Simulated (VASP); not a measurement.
V2SiN2:

```
V Si N
1.0
     4.03238    0.00000    0.00000
    -2.01619    3.49215    0.00000
     0.00000    0.00000    2.89883
V Si N
2 1 2
Direct
  0.33333 0.66667 0.25589
  0.66667 0.33333 0.74411
  0.00000 0.00000 0.00000
  0.33333 0.66667 0.67752
  0.66667 0.33333 0.32248
```

```yaml
Program: VASP 6.6.1
Task: relaxation of cell and atoms
Functional: PBE
Potentials_or_basis: VASP PAW PBE potentials, release 64 (V_sv, Si, N)
Cutoff: 600 eV
k_mesh: 6 × 6 × 6
Occupations: gaussian, width 0.1 eV
Spin: collinear spin, antiferromagnetic start
Starting_moments: "[2.0, -2.0, 0.0, 0.0, 0.0] μB"
```

At the start: pressure 286.6 GPa; volume 8.16 Å³/atom.

Task: How do energy, volume and symmetry change on relaxing?

Result: Over 39 steps the energy falls by 5301.4 meV/atom and the volume is 11.01 Å³/atom (+34.8 %); space group P-3m1 (No. 164, to 0.05 Å); moment 0.00 μB per cell.

The path:
```csv
step,energy change (eV),largest force (eV/Å),pressure (GPa),volume (Å³)
1,0.0000,46.2857,286.59,40.82
2,1121.8500,2943.9119,786.99,157.22
3,-3.7397,47.9197,240.03,43.63
4,-17.2269,16.6221,129.93,46.28
5,-21.5824,6.9198,83.66,48.20
6,1149.9717,3223.0631,1636.77,96.06
7,16.7029,0.6450,-114.57,131.48
8,13.9861,0.7925,-111.41,129.25
9,-0.5987,25.7684,-26.57,112.10
10,-0.4440,2.1617,-82.30,117.21
11,-2.2294,9.8638,-53.30,114.03
12,-26.3899,0.6615,5.33,55.59
13,-26.2441,1.4697,-5.09,57.81
14,-26.3629,1.1281,0.05,56.58
15,-26.4260,0.7498,-1.66,57.37
16,-26.4446,0.3918,-2.89,58.12
17,-26.4504,0.3063,3.58,56.27
18,-26.4614,0.0885,0.56,57.08
19,-26.4639,0.2498,-0.91,57.04
20,-26.4652,0.1773,-0.39,57.05
21,-26.4682,0.1504,-0.21,56.83
22,-26.4741,0.1379,0.20,56.31
23,-26.4851,0.3746,1.39,55.26
24,-26.4420,0.8531,6.11,53.18
25,-26.4864,0.4350,1.79,55.01
26,-26.4872,0.4362,1.76,54.98
27,-26.4894,0.4390,1.69,54.90
28,-26.4924,0.4416,1.59,54.72
29,-26.4926,0.4428,1.52,54.36
30,-26.4935,0.4431,1.51,54.53
31,-26.4958,0.4005,1.20,54.60
32,-26.5008,0.2767,0.26,54.82
33,-26.5024,0.1087,-1.54,55.24
34,-26.5031,0.1230,-0.94,55.09
35,-26.5049,0.0845,-0.60,55.05
36,-26.5065,0.0870,0.20,54.94
37,-26.5065,0.0863,0.17,54.95
38,-26.5068,0.0684,0.11,54.97
39,-26.5070,0.0285,-0.09,55.04
```

Final structure:
```cif
data_structure
_symmetry_space_group_name_H-M 'P 1'
_symmetry_Int_Tables_number 1
_cell_length_a 4.0518
_cell_length_b 4.0518
_cell_length_c 3.8715
_cell_angle_alpha 90.000
_cell_angle_beta 90.000
_cell_angle_gamma 120.000
_cell_volume 55.04
loop_
_atom_site_label
_atom_site_type_symbol
_atom_site_fract_x
_atom_site_fract_y
_atom_site_fract_z
_atom_site_occupancy
V1 V 0.33333 0.66667 0.24275 1
V2 V 0.66667 0.33333 0.75725 1
Si1 Si 0.00000 0.00000 0.00000 1
N1 N 0.33333 0.66667 0.73311 1
N2 N 0.66667 0.33333 0.26689 1
```

Caveat: the k points lie up to 0.30 Å⁻¹ apart in the final cell; the volume moved by over 15 % at a fixed basis, so the end points are rough.
